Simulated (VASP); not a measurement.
ScAlH6, 8 atoms in the cell. Symmetry: Fm-3m, No. 225, cubic system. The conventional cell has a = 7.248 Å, b = 7.248 Å, c = 7.248 Å, α = 90.00°, β = 90.00°, γ = 90.00°. Sc (site symmetry m-3m) has 6 H at 1.92 Å within 2.5 Å. Within 2.3 Å of Al (site symmetry m-3m) lie 6 H at 1.70 Å. Within 2.3 Å of H (site symmetry 4mm) lie 1 Al at 1.70 Å and 1 Sc at 1.92 Å. 

- Program: VASP 6.6.1
- Task: single point
- Functional: r2SCAN
- Dispersion: rVV10
- Potentials or basis: VASP PAW PBE potentials, release 64 (Sc_sv, Al, H)
- Cutoff: 520 eV
- k mesh: 6 × 6 × 6
- Occupations: fermi-dirac, width 0.03 eV
- Spin: no spin polarisation
- Dipole correction: no
- Further INCAR settings: ALGO = Normal; EDIFF = 1e-06; NBANDS = 20

Potentials or basis: VASP PAW PBE potentials, release 64 (Sc_sv, Al, H).

Command:

```sh
$ cat potpaw_PBE.64/Sc_sv/POTCAR potpaw_PBE.64/Al/POTCAR potpaw_PBE.64/H/POTCAR > POTCAR
$ cp INCAR.step1 INCAR
$ mpirun -np 1 vasp_std > vasp.out
$ cp INCAR.step2 INCAR
$ mpirun -np 1 vasp_std > vasp.out
```

Hardware: 1 thread of Intel(R) Xeon(R) 6975P-C (Granite Rapids), with other jobs on the host.

Q: How long does it take, and how much memory?

A: Wall time 110 s on 1 thread of Intel(R) Xeon(R) 6975P-C (Granite Rapids), with other jobs on the host, peak memory 0.5 GiB. Counts: k points 16.
